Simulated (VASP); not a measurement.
# CdSe (wurtzite type) (P6_3mc) in VASP: relaxation of cell and atoms with PBE

Aim: the relaxation of cell and atoms of CdSe (wurtzite type) with PBE.

Program: VASP 6.6.1. These are calculated values, not measurements. Logs are shortened: lines on timing, memory, paths and dates and some standing lists are left out, and cuts for length are marked.

## Step 1: The cell of the first run

The structure is hexagonal, space group P6_3mc (No. 186). Conventional cell: a = 3.878 Å, b = 3.878 Å, c = 6.321 Å, α = 90.00°, β = 90.00°, γ = 120.00°. Cd (site symmetry 3m) has 4 Se at 2.37 to 2.38 Å within 3.1 Å. Se (site symmetry 3m) has 4 Cd at 2.37 to 2.38 Å within 3.1 Å.

## Step 2: Relaxation of cell and atoms, PBE, target pressure 27 GPa, at which the enthalpy is minimised

INCAR

```
PREC = Accurate ; ENCUT = 600
EDIFF = 1E-6 ; ISMEAR = -1
SIGMA = 0.05 ; LREAL = F
LASPH = T ; NELM = 60
ALGO = Normal ; ISIF = 3
LWAVE = F ; LCHARG = F
GGA = PE ; IBRION = 2
NSW = 60 ; EDIFFG = -0.005
PSTRESS = 270.0
```

KPOINTS

```
regular mesh
0
Gamma
  9 9 5
```

POSCAR

```
CdSe
1.0
    3.8781302228      0.0000000000      0.0000000000
   -1.9390651114      3.3585592921      0.0000000000
    0.0000000000      0.0000000000      6.3213522631
Cd Se
2 2
Direct
    0.3333333333      0.6666666667      0.0000000000
    0.6666666667      0.3333333333      0.5000000000
    0.3333333333      0.6666666667      0.3760000000
    0.6666666667      0.3333333333      0.8760000000
```

Potentials or basis: VASP PAW PBE potentials, release 64 (Cd, Se).

Run with:

```
cat potpaw_PBE.64/Cd/POTCAR potpaw_PBE.64/Se/POTCAR > POTCAR
mpirun -np 1 vasp_std > vasp.out
```

OUTCAR:

```text
PREC = Accurate
   ENCUT = 600
   EDIFF = 1E-6
   ISMEAR = -1
   LREAL = F
   LASPH = T
   NELM = 60
   ISIF = 3
   GGA = PE
   IBRION = 2
   NSW = 60
   EDIFFG = -0.005
   PSTRESS = 270.0

 ion  position               nearest neighbor table
   1  0.333  0.667  0.000-   4 2.37   4 2.37   4 2.37   3 2.38
   2  0.667  0.333  0.500-   3 2.37   3 2.37   3 2.37   4 2.38
   3  0.333  0.667  0.376-   2 2.37   2 2.37   2 2.37   1 2.38
   4  0.667  0.333  0.876-   1 2.37   1 2.37   1 2.37   2 2.38

  LATTYP: Found a hexagonal cell.
 ALAT       =     3.8781302228
 C/A-ratio  =     1.6300000000

  Lattice vectors:

 A1 = (   3.8781302228,   0.0000000000,   0.0000000000)
 A2 = (  -1.9390651114,   3.3585592921,   0.0000000000)
 A3 = (   0.0000000000,   0.0000000000,   6.3213522631)

Analysis of symmetry for initial positions (statically):
=====================================================================
 Subroutine PRICEL returns:
 Original cell was already a primitive cell.

 Routine SETGRP: Setting up the symmetry group for a
 hexagonal supercell.

 Subroutine GETGRP returns: Found 12 space group operations
 (whereof  6 operations were pure point group operations)
 out of a pool of 24 trial point group operations.

The static configuration has the point symmetry C_3v.
 The point group associated with its full space group is C_6v.

Analysis of symmetry for dynamics (positions and initial velocities):
=====================================================================
 Subroutine PRICEL returns:
 Original cell was already a primitive cell.

 Routine SETGRP: Setting up the symmetry group for a
 hexagonal supercell.

 Subroutine GETGRP returns: Found 12 space group operations
 (whereof  6 operations were pure point group operations)
 out of a pool of 24 trial point group operations.

The dynamic configuration has the point symmetry C_3v.
 The point group associated with its full space group is C_6v.

 Subroutine INISYM returns: Found 12 space group operations
 (whereof  6 operations are pure point group operations),
 and found     1 'primitive' translations

----------------------------------------------------------------------------------------

                                     Primitive cell

  volume of cell :      82.3352

  direct lattice vectors                    reciprocal lattice vectors
     3.878130223  0.000000000  0.000000000     0.257856220  0.148873358  0.000000000
    -1.939065111  3.358559292  0.000000000     0.000000000  0.297746716  0.000000000
     0.000000000  0.000000000  6.321352263     0.000000000  0.000000000  0.158194000

  length of vectors
     3.878130223  3.878130223  6.321352263     0.297746716  0.297746716  0.158194000

  position of ions in fractional coordinates (direct lattice)
     0.333333333  0.666666667  0.000000000
     0.666666667  0.333333333  0.500000000
     0.333333333  0.666666667  0.376000000
     0.666666667  0.333333333  0.876000000

  ion indices of the primitive-cell ions
   primitive index   ion index
                 1           1
                 2           2
                 3           3
                 4           4

----------------------------------------------------------------------------------------

 KPOINTS: regular mesh

Automatic generation of k-mesh.
 Grid dimensions read from file:
 generate k-points for:    9    9    5

 Generating k-lattice:

  Cartesian coordinates                     Fractional coordinates (reciprocal lattice)
     0.028650691  0.016541484  0.000000000     0.111111111  0.000000000  0.000000000
     0.000000000  0.033082968  0.000000000     0.000000000  0.111111111  0.000000000
     0.000000000  0.000000000  0.031638800     0.000000000  0.000000000  0.200000000

  Length of vectors
     0.033082968  0.033082968  0.031638800

  Shift w.r.t. Gamma in fractional coordinates (k-lattice)
     0.000000000  0.000000000  0.000000000

 Subroutine IBZKPT returns following result:
 ===========================================

 Found     36 irreducible k-points:

 Following reciprocal coordinates:
            Coordinates               Weight
  0.000000  0.000000  0.000000      1.000000
  0.111111  0.000000  0.000000      6.000000
  0.222222  0.000000  0.000000      6.000000
  0.333333  0.000000  0.000000      6.000000
  0.444444  0.000000  0.000000      6.000000
  0.111111  0.111111  0.000000      6.000000
[... 16 lines left out ...]
  0.333333  0.222222  0.200000     24.000000
  0.333333  0.333333  0.200000      4.000000
 [... further k-points ...]
   k-points           NKPTS =     36   k-points in BZ     NKDIM =     36   number of bands    NBANDS=     22
   number of dos      NEDOS =    301   number of ions     NIONS =      4
   total plane-waves  NPLWV =  55296
   dimension x,y,z NGX =    32 NGY =   32 NGZ =   54
   dimension x,y,z NGXF=    64 NGYF=   64 NGZF=  108
   ions per type =               2   2
   NGX,Y,Z   is equivalent  to a cutoff of  13.72, 13.72, 14.20 a.u.
   NGXF,Y,Z  is equivalent  to a cutoff of  27.44, 27.44, 28.40 a.u.
 SYSTEM =  unknown system
   PREC   = accura    normal or accurate (medium, high low for compatibility)
   ISTART =      0    job   : 0-new  1-cont  2-samecut
   ICHARG =      2    charge: 1-file 2-atom 10-const
   ISPIN  =      1    spin polarized calculation?
   LNONCOLLINEAR =      F non collinear calculations
   LSORBIT =      F    spin-orbit coupling
   LASPH  =      T    aspherical Exc in radial PAW
   ENCUT  =  600.0 eV  44.10 Ry    6.64 a.u.   7.75  7.75 12.63*2*pi/ulx,y,z
   NELM   =     60;   NELMIN=  2; NELMDL= -5     # of ELM steps
   EDIFF  = 0.1E-05   stopping-criterion for ELM
   LREAL  =      F    real-space projection
   EDIFFG = -.5E-02   stopping-criterion for IOM
   NSW    =     60    number of steps for IOM
   IBRION =      2    ionic relax: 0-MD 1-quasi-New 2-CG
   NFREE  =      1    steps in history (QN), initial steepest desc. (CG)
   ISIF   =      3    stress and relaxation
   ISYM   =      2    0-nonsym 1-usesym 2-fastsym
   POTIM  = 0.5000    time-step for ionic-motion
   TEBEG  =    0.0;   TEEND  =   0.0 temperature during run
   PSTRESS=  270.0 pullay stress
   NELECT =      36.0000    total number of electrons
   NUPDOWN=      -1.0000    fix difference up-down
   EMIN   =  10.00;   EMAX   =-10.00  energy-range for DOS
   EFERMI =   0.00;   METHOD = LEGACY
   ISMEAR =    -1;   SIGMA  =   0.05  broadening in eV -4-tet -1-fermi 0-gaus
   EFERMI_NEDOS =   21; number of points for ismear=-14 and -15
   IALGO  =     38    algorithm
   IMIX   =      4    mixing-type and parameters
     AMIX     =   0.40;   BMIX     =  1.00
     AMIX_MAG =   1.60;   BMIX_MAG =  1.00
  volume/ion in A,a.u.               =      20.58       138.91
  Fermi-wavevector in a.u.,A,eV,Ry     =   1.242550  2.348079 21.006449  1.543930
  Thomas-Fermi vector in A             =   2.376900
   LORBIT       =      0    0 simple, 1 ext, 2 COOP (PROOUT), +10 PAW based schemes
   GGA     = PE    functional components
   LHFCALC =     F    Hartree Fock is set to
   AEXX    =    0.0000 exact exchange contribution
   IVDW    =     0    specifies the selected vdW correction
   LEPSILON=     F    determine dielectric tensor
   LRPA    =     F    only Hartree local field effects (RPA)
 conjugate gradient relaxation of ions
 non-spin polarized calculation
  energy-cutoff  :      600.00
  volume of cell :       82.34
 maximum number of plane-waves:      2790
 NGX is ok and might be reduce to    32
   NGX = 15   NGY = 15   NGZ = 25

--------------------------------------- Ionic step        1  -------------------------------------------

 number of electron      36.0000002 magnetization

 Free energy of the ion-electron system (eV)
  ---------------------------------------------------
  ext. energy  EPLUGINS =         0.00000000
  ---------------------------------------------------
  free energy    TOTEN  =        -7.71937075 eV

  energy without entropy =       -7.71937072  energy(sigma->0) =       -7.71937074

------------------------ aborting loop because EDIFF is reached ----------------------------------------

  FORCE on cell =-STRESS in cart. coord.  units (eV):
  Direction    XX          YY          ZZ          XY          YZ          ZX
  --------------------------------------------------------------------------------------
  -------------------------------------------------------------------------------------
  Total       20.4638611     20.4638611     20.6270782      0.0000000     -0.0000000      0.0000000
  in kB      398.2105503    398.2105503    401.3866257      0.0000000     -0.0000000      0.0000000
  external PRESSURE =     129.2692421 kB  Pullay stress =     270.0000000 kB
[... 65 lines left out ...]
  enthalpy is  TOTEN    =         6.8801375213 eV   P V=       17.4845390440

--------------------------------------- Ionic step        3  -------------------------------------------

 number of electron      36.0000001 magnetization

 E-fermi :   3.7592     XC(G=0):  -9.9971

 val. band max:        3.1470624417   @ k =   0.0000   0.0000   0.0000
 cond. band min:       4.3170883675   @ k =   0.0000   0.0000   0.0000
 fundamental gap:      1.1700259258
 Fermi energy:         3.7591893585

 k-point     1 :       0.0000    0.0000    0.0000
  band No.  band energies     occupation
      1     -11.1073      2.00000
      2     -10.4803      2.00000
      3      -5.9262      2.00000
      4      -5.9126      2.00000
      5      -5.9126      2.00000
      6      -5.7909      2.00000
[... 574 lines left out ...]
      6      -5.4886      2.00000
[... 14 lines left out ...]
     21       8.2355      0.00000
     22      10.1712      0.00000

 [... further k-points ...]

------------------------ aborting loop because EDIFF is reached ----------------------------------------

  FORCE on cell =-STRESS in cart. coord.  units (eV):
  Direction    XX          YY          ZZ          XY          YZ          ZX
  --------------------------------------------------------------------------------------
  -------------------------------------------------------------------------------------
  Total       14.5882381     14.5882381     14.7742146      0.0000000     -0.0000000     -0.0000000
  in kB      262.6410888    262.6410888    265.9893386      0.0000000     -0.0000000     -0.0000000
  external PRESSURE =      -6.2428279 kB  Pullay stress =     270.0000000 kB
[... 19 lines left out ...]
  FREE ENERGIE OF THE ION-ELECTRON SYSTEM (eV)
  ---------------------------------------------------
  free  energy   TOTEN  =        -9.0796465294 eV

  energy  without entropy=       -9.0796464368  energy(sigma->0) =       -9.07964648

  enthalpy is  TOTEN    =         5.9173378014 eV   P V=       14.9969843308

[... ionic steps 4 to 29 ...]

--------------------------------------- Ionic step       30  -------------------------------------------

 number of electron      36.0000009 magnetization

------------------------ aborting loop because EDIFF is reached ----------------------------------------

  FORCE on cell =-STRESS in cart. coord.  units (eV):
  Direction    XX          YY          ZZ          XY          YZ          ZX
  --------------------------------------------------------------------------------------
  -------------------------------------------------------------------------------------
  Total       14.6560019     14.6560018     14.6215089      0.0000000     -0.0000000      0.0000000
  in kB      269.2715973    269.2715970    268.6378651      0.0000000     -0.0000000      0.0000000
  external PRESSURE =      -0.9396469 kB  Pullay stress =     270.0000000 kB
[... 65 lines left out ...]
  enthalpy is  TOTEN    =         5.8789651717 eV   P V=       14.6840908035

--------------------------------------- Ionic step       32  -------------------------------------------

 number of electron      36.0000009 magnetization

 Free energy of the ion-electron system (eV)
  ---------------------------------------------------
  ext. energy  EPLUGINS =         0.00000000
  ---------------------------------------------------
  free energy    TOTEN  =        -8.81116735 eV

  energy without entropy =       -8.81112682  energy(sigma->0) =       -8.81114708

 E-fermi :   3.9011     XC(G=0): -10.1452

 val. band max:        3.6276119553   @ k =   0.0000   0.0000   0.0000
 cond. band min:       4.1179149275   @ k =   0.0000   0.0000   0.0000
 fundamental gap:      0.4903029722
 Fermi energy:         3.9010965308

 k-point     1 :       0.0000    0.0000    0.0000
  band No.  band energies     occupation
      1     -10.9897      2.00000
      2     -10.3871      2.00000
      3      -5.9513      2.00000
      4      -5.6900      2.00000
      5      -5.6900      2.00000
      6      -5.5497      2.00000
[... 574 lines left out ...]
      6      -5.4123      2.00000
[... 14 lines left out ...]
     21       7.7636      0.00000
     22      10.0617      0.00000

 [... further k-points ...]

------------------------ aborting loop because EDIFF is reached ----------------------------------------

  FORCE on cell =-STRESS in cart. coord.  units (eV):
  Direction    XX          YY          ZZ          XY          YZ          ZX
  --------------------------------------------------------------------------------------
  -------------------------------------------------------------------------------------
  Total       14.7089370     14.7089370     14.6796446      0.0000000     -0.0000000      0.0000000
  in kB      270.3458752    270.3458750    269.8074890      0.0000000     -0.0000000      0.0000000
  external PRESSURE =       0.1664131 kB  Pullay stress =     270.0000000 kB
[... 19 lines left out ...]
  FREE ENERGIE OF THE ION-ELECTRON SYSTEM (eV)
  ---------------------------------------------------
  free  energy   TOTEN  =        -8.8111673483 eV

  energy  without entropy=       -8.8111268181  energy(sigma->0) =       -8.81114708

  enthalpy is  TOTEN    =         5.8789513618 eV   P V=       14.6901187101

 reached required accuracy - stopping structural energy minimisation
```

Run time: 21 min. Hardware: 1 thread of AMD EPYC 7R13 (Zen 3), shared host; peak memory 0.26 GiB.

What came out:

* Free energy: -8.8112 eV
* Relaxed volume: 21.79 Å³/atom
* Relaxed cell: a = 3.777 Å, b = 3.777 Å, c = 7.056 Å, α = 90.00°, β = 90.00°, γ = 120.00°
* Space group after relaxing (to 0.1 Å): P6_3mc (No. 186)
* Energy change on relaxing (the run minimises the enthalpy): -272.9 meV/atom
* Ionic steps: 32
* Pressure after relaxing: 27.0 GPa
* Largest force after relaxing: 0.005 eV/Å
* Band gap on the k mesh: 0.49 eV

Forces on the atoms (eV/Å):
```
Cd   0.000  0.000  0.005
Cd   0.000  0.000  0.005
Se   0.000  0.000 -0.005
Se   0.000  0.000 -0.005
```

The path:
```tsv
step	energy change (eV)	largest force (eV/Å)	pressure (GPa)	volume (Å³)
1	0.0000	0.0585	39.93	82.34
2	-2.8850	0.0065	8.89	103.75
3	-1.3603	0.0277	26.38	88.99
4	-1.3044	0.0288	26.95	88.66
5	-1.2825	0.0292	27.17	88.53
6	-1.2832	0.0458	27.16	88.53
7	-1.2849	0.0945	27.14	88.53
8	-1.2867	0.1908	27.10	88.54
9	-1.2872	0.1899	27.09	88.54
10	-1.2888	0.1856	27.07	88.55
11	-1.2919	0.1771	27.03	88.56
12	-1.2981	0.1591	26.97	88.59
13	-1.3099	0.1200	26.81	88.64
14	-1.3318	0.0295	26.48	88.74
15	-1.3648	0.2084	25.76	88.92
16	-1.3581	0.1434	25.94	88.88
17	-1.3544	0.1523	25.94	88.85
18	-1.3427	0.1815	25.92	88.77
19	-1.3165	0.2515	25.90	88.60
20	-1.2500	0.4524	25.72	88.21
21	-1.2972	0.3161	25.86	88.48
22	-1.2607	0.2676	26.06	88.23
23	-1.1414	0.1332	26.69	87.47
24	-0.8595	0.0697	27.89	85.86
25	-1.0790	0.0943	26.98	87.10
26	-1.0738	0.0899	27.01	87.07
27	-1.0846	0.0617	26.94	87.13
28	-1.1035	0.0129	26.86	87.24
29	-1.1065	0.0052	26.84	87.26
30	-1.0973	0.0013	26.91	87.20
31	-1.0858	0.0094	27.10	87.14
32	-1.0918	0.0050	27.02	87.17
```

Final structure:
```
Cd Se
1.0
     3.77683    0.00000    0.00000
    -1.88841    3.27083    0.00000
     0.00000    0.00000    7.05647
Cd Se
2 2
Cartesian
  0.0000 2.1806 0.1274
  1.8884 1.0903 3.6557
  0.0000 2.1806 2.5258
  1.8884 1.0903 6.0541
```

Caveat: the cell is relaxed towards a set pressure, so the run minimises the enthalpy, not the energy; semilocal functionals underestimate gaps, and a narrow one can read as zero.
